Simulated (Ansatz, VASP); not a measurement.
## One calculation of BN, two programs

```
B N
1.0
     0.00000   -1.81300   -1.81300
     0.00000    1.81300   -1.81300
     3.62600    0.00000    0.00000
B N
2 2
Direct
  0.50000 0.50000 0.47932
  0.00000 0.00000 0.02068
  0.00000 0.50000 0.25000
  0.50000 0.00000 0.75000
```

Change from the starting cell: mode 12 (1156.9 1/cm) frozen in, largest displacement +0.075 Å.

Alike in both runs: task single point; functional r2SCAN; k mesh 10 × 10 × 6; occupations gaussian, width 0.05 eV; no spin polarisation.

|  | VASP | Ansatz |
| --- | --- | --- |
| version | VASP 6.6.1 | Ansatz 0.2.0 |
| potentials or method | VASP PAW PBE potentials, release 64 (B, N), cutoff 520 eV | scalar-relativistic, plane waves, PAW |
| valence electrons in the cell | 16 | 16 |

|  | VASP | Ansatz | Ansatz less VASP |
| --- | --- | --- | --- |
| gap on the k mesh at the Fermi level (eV) | 3.48 | 3.49 | +0.017 |
| least direct gap on the mesh (eV) | 4.70 | 4.72 | +0.019 |
| pressure (GPa) | -2.1 | -3.2 | -1.04 |
| traceless stress, the component that is largest in VASP (GPa) | -3.28 | -3.24 | +0.037 |
| rms of the force components (eV/Å) | 1.618 | 1.614 | -0.0040 |

VASP's potentials were made for PBE, not for r2SCAN. Atom by atom the forces differ by 0.004 eV/Å (rms over components). With one functional, cell and mesh, what is left measures potentials, basis and numerics.
